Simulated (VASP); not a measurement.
# F (C2/m) in VASP: notebook, part 2 of 2

VASP 6.6.1. Earlier steps stand in the parts before.

### Step 3. Single point, PBE+D3(BJ)

This run uses another cell than the first one, of 17.47 Å³/atom, 1.099 times its volume.

Contents of INCAR:

```
PREC     = Accurate       # precision mode
ENCUT    = 520            # plane-wave cutoff, eV
EDIFF    = 1E-6           # SCF threshold, eV
ISMEAR   = 0              # smearing method
SIGMA    = 0.02           # smearing width, eV
LREAL    = F              # projectors in reciprocal space
LASPH    = T              # aspherical terms in the spheres
NELM     = 100            # most SCF steps
ALGO     = Normal         # electronic algorithm
ISIF     = 2              # what is computed and relaxed
LWAVE    = F              # write WAVECAR
LCHARG   = F              # write CHGCAR
GGA      = PE             # functional
IVDW     = 12             # dispersion correction
NBANDS   = 22             # bands
```

Contents of KPOINTS:

```
regular mesh
0
Gamma
  8 8 4
```

Contents of POSCAR:

```
F
1.0
    2.9375407162     -1.6934194167     -0.1275859897
    2.9375407162      1.6934194167     -0.1275859897
   -1.9806375287      0.0000000000      7.1113263377
F
4
Direct
    0.0779843973      0.0779843973      0.0949060498
    0.9220156027      0.9220156027      0.9050939502
    0.4995074289      0.4995074289      0.5957930447
    0.5004925711      0.5004925711      0.4042069553
```

Potentials or basis: VASP PAW PBE potentials, release 64 (F).

Started as:

```sh
$ cat potpaw_PBE.64/F/POTCAR > POTCAR
$ mpirun -np 1 vasp_std > vasp.out
```

OUTCAR:

```text
PREC = Accurate
   ENCUT = 520
   EDIFF = 1E-6
   ISMEAR = 0
   LREAL = F
   LASPH = T
   NELM = 100
   ISIF = 2
   GGA = PE
   IVDW = 12
 IVDW          = 12

 ion  position               nearest neighbor table
   1  0.078  0.078  0.095-   2 1.42
   2  0.922  0.922  0.905-   1 1.42
   3  0.500  0.500  0.596-   4 1.42
   4  0.500  0.500  0.404-   3 1.42

  LATTYP: Found a base centered monoclinic cell.
 ALAT       =     5.8806202544
 B/A-ratio  =     0.5759322464
 C/A-ratio  =     1.2553093373
 COS(beta)  =    -0.3098547252

  Lattice vectors:

 A1 = (   2.9375407162,  -1.6934194167,  -0.1275859897)
 A2 = (   2.9375407162,   1.6934194167,  -0.1275859897)
 A3 = (  -1.9806375287,   0.0000000000,   7.1113263377)

Analysis of symmetry for initial positions (statically):
=====================================================================
 Subroutine PRICEL returns:
 Original cell was already a primitive cell.

 Routine SETGRP: Setting up the symmetry group for a
 base centered monoclinic supercell.

 Subroutine GETGRP returns: Found  4 space group operations
 (whereof  4 operations were pure point group operations)
 out of a pool of  4 trial point group operations.

The static configuration has the point symmetry C_2h.

Analysis of symmetry for dynamics (positions and initial velocities):
=====================================================================
 Subroutine PRICEL returns:
 Original cell was already a primitive cell.

 Routine SETGRP: Setting up the symmetry group for a
 base centered monoclinic supercell.

 Subroutine GETGRP returns: Found  4 space group operations
 (whereof  4 operations were pure point group operations)
 out of a pool of  4 trial point group operations.

The dynamic configuration has the point symmetry C_2h.

 Subroutine INISYM returns: Found  4 space group operations
 (whereof  4 operations are pure point group operations),
 and found     1 'primitive' translations

----------------------------------------------------------------------------------------

                                     Primitive cell

  volume of cell :      69.8946

  direct lattice vectors                    reciprocal lattice vectors
     2.937540716 -1.693419417 -0.127585990     0.172294635 -0.295260580  0.047987282
     2.937540716  1.693419417 -0.127585990     0.172294635  0.295260580  0.047987282
    -1.980637529  0.000000000  7.111326338     0.006182358  0.000000000  0.142342646

  length of vectors
     3.393094895  3.393094895  7.381997514     0.345205780  0.345205780  0.142476842

  position of ions in fractional coordinates (direct lattice)
     0.077984397  0.077984397  0.094906050
     0.922015603  0.922015603  0.905093950
     0.499507429  0.499507429  0.595793045
     0.500492571  0.500492571  0.404206955

  ion indices of the primitive-cell ions
   primitive index   ion index
                 1           1
                 2           2
                 3           3
                 4           4

----------------------------------------------------------------------------------------

 KPOINTS: regular mesh

Automatic generation of k-mesh.
 Grid dimensions read from file:
 generate k-points for:    8    8    4

 Generating k-lattice:

  Cartesian coordinates                     Fractional coordinates (reciprocal lattice)
     0.021536829 -0.036907573  0.005998410     0.125000000  0.000000000  0.000000000
     0.021536829  0.036907573  0.005998410     0.000000000  0.125000000  0.000000000
     0.001545589  0.000000000  0.035585662     0.000000000  0.000000000  0.250000000

  Length of vectors
     0.043150723  0.043150723  0.035619210

  Shift w.r.t. Gamma in fractional coordinates (k-lattice)
     0.000000000  0.000000000  0.000000000

 Subroutine IBZKPT returns following result:
 ===========================================

 Found     78 irreducible k-points:

 Following reciprocal coordinates:
            Coordinates               Weight
  0.000000  0.000000  0.000000      1.000000
  0.125000  0.000000  0.000000      4.000000
  0.250000  0.000000  0.000000      4.000000
  0.375000  0.000000  0.000000      4.000000
  0.500000  0.000000  0.000000      2.000000
  0.125000  0.125000  0.000000      2.000000
[... 16 lines left out ...]
  0.125000  0.000000  0.250000      4.000000
  0.250000  0.000000  0.250000      4.000000
 [... further k-points ...]
   k-points           NKPTS =     78   k-points in BZ     NKDIM =     78   number of bands    NBANDS=     22
   number of dos      NEDOS =    301   number of ions     NIONS =      4
   total plane-waves  NPLWV =  43904
   dimension x,y,z NGX =    28 NGY =   28 NGZ =   56
   dimension x,y,z NGXF=    56 NGYF=   56 NGZF=  112
   ions per type =               4
   NGX,Y,Z   is equivalent  to a cutoff of  13.72, 13.72, 12.61 a.u.
   NGXF,Y,Z  is equivalent  to a cutoff of  27.44, 27.44, 25.22 a.u.
 SYSTEM =  unknown system
   PREC   = accura    normal or accurate (medium, high low for compatibility)
   ISTART =      0    job   : 0-new  1-cont  2-samecut
   ICHARG =      2    charge: 1-file 2-atom 10-const
   ISPIN  =      1    spin polarized calculation?
   LNONCOLLINEAR =      F non collinear calculations
   LSORBIT =      F    spin-orbit coupling
   LASPH  =      T    aspherical Exc in radial PAW
   ENCUT  =  520.0 eV  38.22 Ry    6.18 a.u.   6.31  6.31 13.73*2*pi/ulx,y,z
   NELM   =    100;   NELMIN=  2; NELMDL= -5     # of ELM steps
   EDIFF  = 0.1E-05   stopping-criterion for ELM
   LREAL  =      F    real-space projection
   EDIFFG = 0.1E-04   stopping-criterion for IOM
   NSW    =      0    number of steps for IOM
   IBRION =     -1    ionic relax: 0-MD 1-quasi-New 2-CG
   NFREE  =      0    steps in history (QN), initial steepest desc. (CG)
   ISIF   =      2    stress and relaxation
   ISYM   =      2    0-nonsym 1-usesym 2-fastsym
   POTIM  = 0.5000    time-step for ionic-motion
   TEBEG  =    0.0;   TEEND  =   0.0 temperature during run
   PSTRESS=    0.0 pullay stress
   NELECT =      28.0000    total number of electrons
   NUPDOWN=      -1.0000    fix difference up-down
   EMIN   =  10.00;   EMAX   =-10.00  energy-range for DOS
   EFERMI =   0.00;   METHOD = LEGACY
   ISMEAR =     0;   SIGMA  =   0.02  broadening in eV -4-tet -1-fermi 0-gaus
   EFERMI_NEDOS =   21; number of points for ismear=-14 and -15
   IALGO  =     38    algorithm
   IMIX   =      4    mixing-type and parameters
     AMIX     =   0.40;   BMIX     =  1.00
     AMIX_MAG =   1.60;   BMIX_MAG =  1.00
  volume/ion in A,a.u.               =      17.47       117.92
  Fermi-wavevector in a.u.,A,eV,Ry     =   1.206831  2.280579 19.816076  1.456441
  Thomas-Fermi vector in A             =   2.342486
   LORBIT       =      0    0 simple, 1 ext, 2 COOP (PROOUT), +10 PAW based schemes
   GGA     = PE    functional components
   LHFCALC =     F    Hartree Fock is set to
   AEXX    =    0.0000 exact exchange contribution
   IVDW    =    12    specifies the selected vdW correction
   LEPSILON=     F    determine dielectric tensor
   LRPA    =     F    only Hartree local field effects (RPA)
 non-spin polarized calculation
 Gauss-broadening in eV      SIGMA  =   0.02
  energy-cutoff  :      520.00
  volume of cell :       69.89
 maximum number of plane-waves:      1895
 NGX is ok and might be reduce to    28
   NGX = 13   NGY = 13   NGZ = 27

 number of electron      28.0000003 magnetization

 Free energy of the ion-electron system (eV)
  ---------------------------------------------------
  ext. energy  EPLUGINS =         0.00000000
  ---------------------------------------------------
  free energy    TOTEN  =        -7.30925279 eV

  energy without entropy =       -7.30925279  energy(sigma->0) =       -7.30925279

 E-fermi :  -5.2889     XC(G=0):  -7.2450

 val. band max:       -5.5108086827   @ k =   0.5000   0.5000   0.0000
 cond. band min:      -2.7256804030   @ k =   0.0000   0.0000   0.0000
 fundamental gap:      2.7851282797
 Fermi energy:        -5.2889401392

 k-point     1 :       0.0000    0.0000    0.0000
  band No.  band energies     occupation
      1     -30.4013      2.00000
      2     -30.3002      2.00000
      3     -24.2032      2.00000
      4     -23.9353      2.00000
      5     -12.0548      2.00000
      6     -11.3883      2.00000
[... 574 lines left out ...]
      6     -11.6194      2.00000
[... 14 lines left out ...]
     21      11.5059      0.00000
     22      12.8454      0.00000

 [... further k-points ...]

------------------------ aborting loop because EDIFF is reached ----------------------------------------

 Edisp (eV)   -0.10528

 E8    (eV) :    -0.0228

  FORCE on cell =-STRESS in cart. coord.  units (eV):
  Direction    XX          YY          ZZ          XY          YZ          ZX
  --------------------------------------------------------------------------------------
  -------------------------------------------------------------------------------------
  Total      -0.08944    -0.22226     0.73845     0.00000     0.00000     0.03546
  in kB      -2.05032    -5.09471    16.92739     0.00000     0.00000     0.81278
  external pressure =        3.26 kB  Pullay stress =        0.00 kB

 VOLUME and BASIS-vectors are now :
 -----------------------------------------------------------------------------
  energy-cutoff  :      520.00
  volume of cell :       69.89
      direct lattice vectors                 reciprocal lattice vectors
     2.937540716 -1.693419417 -0.127585990     0.172294635 -0.295260580  0.047987282
     2.937540716  1.693419417 -0.127585990     0.172294635  0.295260580  0.047987282
    -1.980637529  0.000000000  7.111326338     0.006182358  0.000000000  0.142342646

 POSITION                                       TOTAL-FORCE (eV/Angst)
 -----------------------------------------------------------------------------------
      0.27019      0.00000      0.65501         0.141528      0.000000      0.343773
      3.62425      0.00000      6.20115        -0.141528      0.000000     -0.343773
      1.75460      0.00000      4.10942        -0.100044      0.000000      0.357248
      2.13985      0.00000      2.74674         0.100044      0.000000     -0.357248
 -----------------------------------------------------------------------------------
    total drift:                               -0.000000     -0.000000      0.000000

  FREE ENERGIE OF THE ION-ELECTRON SYSTEM (eV)
  ---------------------------------------------------
  free  energy   TOTEN  =        -7.4145371652 eV

  energy  without entropy=       -7.4145371652  energy(sigma->0) =       -7.41453717
```

It took 36 s on 1 thread of Intel Xeon 6975P-C (Granite Rapids), shared host; peak memory 0.24 GiB.

Results:

| Property | Result |
| --- | --- |
| Free energy | -7.4145 eV |
| Pressure | 0.3 GPa |
| Largest force | 0.372 eV/Å |
| Band gap on the k mesh | 2.79 eV, indirect (least direct gap 2.84 eV) |
| Dispersion energy per atom | -0.026 eV |

Forces on the atoms (eV/Å):
```
F    0.142  0.000  0.344
F   -0.142  0.000 -0.344
F   -0.100  0.000  0.357
F    0.100  0.000 -0.357
```

Stress tensor (GPa, compression positive):
```
-0.21  0.00  0.08
 0.00 -0.51  0.00
 0.08  0.00  1.69
```

A k mesh can miss the band edges. Expect the measured gap to be larger: semilocal functionals such as PBE lack the derivative discontinuity.

### Step 4. Single point, PBE+D3(BJ)

This run uses another cell than the first one, of 16.50 Å³/atom, 1.038 times its volume.

Contents of INCAR:

```
SYSTEM = F
PREC     = Accurate       ! precision mode
ENCUT    = 520            ! plane-wave cutoff, eV
EDIFF    = 1E-6           ! SCF threshold, eV
ISMEAR   = 0              ! smearing method
SIGMA    = 0.1            ! smearing width, eV
LREAL    = .False.        ! projectors in reciprocal space
LASPH    = .True.         ! aspherical terms in the spheres
NELM     = 100            ! most SCF steps
ALGO     = Normal         ! electronic algorithm
ISIF     = 2              ! what is computed and relaxed
LWAVE    = .False.        ! write WAVECAR
LCHARG   = .False.        ! write CHGCAR
GGA      = PE             ! functional
IVDW     = 12             ! dispersion correction
NBANDS   = 22             ! bands
```

Contents of KPOINTS:

```
Automatic mesh
0
Gamma
  8 8 4
  0 0 0
```

Contents of POSCAR:

```
F
1.0
    2.7570587186     -1.6334264960     -0.0038488855
    2.7570587186      1.6334264960     -0.0038488855
   -1.5499177833      0.0000000000      7.3296296445
F
4
Direct
    0.0545756021      0.0545756021      0.0943043277
    0.9454243979      0.9454243979      0.9056956723
    0.5085893286      0.5085893286      0.5956219299
    0.4914106714      0.4914106714      0.4043780701
```

Started as:

```sh
$ cat potpaw_PBE.64/F/POTCAR > POTCAR
$ mpirun -np 1 vasp_std > vasp.out
```

It took 24 s on 1 thread of Intel Xeon 6975P-C (Granite Rapids), shared host; peak memory 0.22 GiB.

Results (log left out):

- Free energy: -7.4032 eV
- Pressure: 0.6 GPa
- Largest force: 0.376 eV/Å
- Band gap on the k mesh: 2.63 eV, direct
- Dispersion energy per atom: -0.028 eV

Forces on the atoms (eV/Å):
```
F    0.084  0.000  0.367
F   -0.084  0.000 -0.367
F   -0.058  0.000  0.370
F    0.058  0.000 -0.370
```

Stress tensor (GPa, compression positive):
```
-0.03  0.00  0.04
 0.00 -0.20  0.00
 0.04  0.00  1.91
```

Levels at points of the mesh, in eV from the valence-band top:
```csv
k point,band 11,band 12,band 13,band 14,band 15,band 16,band 17,band 18
"(0.00, 0.00, 0.00)",-0.17,-0.16,-0.05,0.00,2.63,3.68,9.00,11.04
"(0.50, 0.00, 0.00)",-0.58,-0.58,-0.20,-0.17,3.30,3.31,13.56,13.62
"(0.50, 0.50, 0.00)",-0.65,-0.42,-0.33,-0.04,3.12,3.44,13.78,14.09
"(0.00, 0.00, 0.50)",-0.13,-0.10,-0.08,-0.07,3.15,3.15,9.74,9.77
"(0.50, 0.00, 0.50)",-0.68,-0.43,-0.31,-0.05,3.13,3.43,13.70,14.05
"(0.50, 0.50, 0.50)",-0.58,-0.55,-0.19,-0.18,3.29,3.31,13.68,13.77
```

### Step 5. Summary

```tsv
task	cell	cutoff (eV)	smearing	gap on the mesh (eV)	pressure (GPa)	largest force (eV/Å)
relaxation of shape and atoms at fixed volume	relaxed from a = 3.270, b = 3.270, c = 7.287 Å, angles 105.7, 105.7, 59.2°, 4 atoms	600	gaussian 0.02 eV	2.55	0.0	0.01
single point	a = 3.393, b = 3.393, c = 7.382 Å, angles 105.6, 105.6, 59.9°, 4 atoms	520	gaussian 0.02 eV	2.79	0.3	0.37
single point	a = 3.205, b = 3.205, c = 7.492 Å, angles 100.3, 100.3, 61.3°, 4 atoms	520	gaussian 0.1 eV	2.63	0.6	0.38
```

Alike in all rows: level PBE+D3(BJ); potentials or basis VASP PAW PBE potentials, release 64 (F); no spin polarisation; k mesh 8 × 8 × 4.

Absolute energies hang on the potentials; compare differences alone.
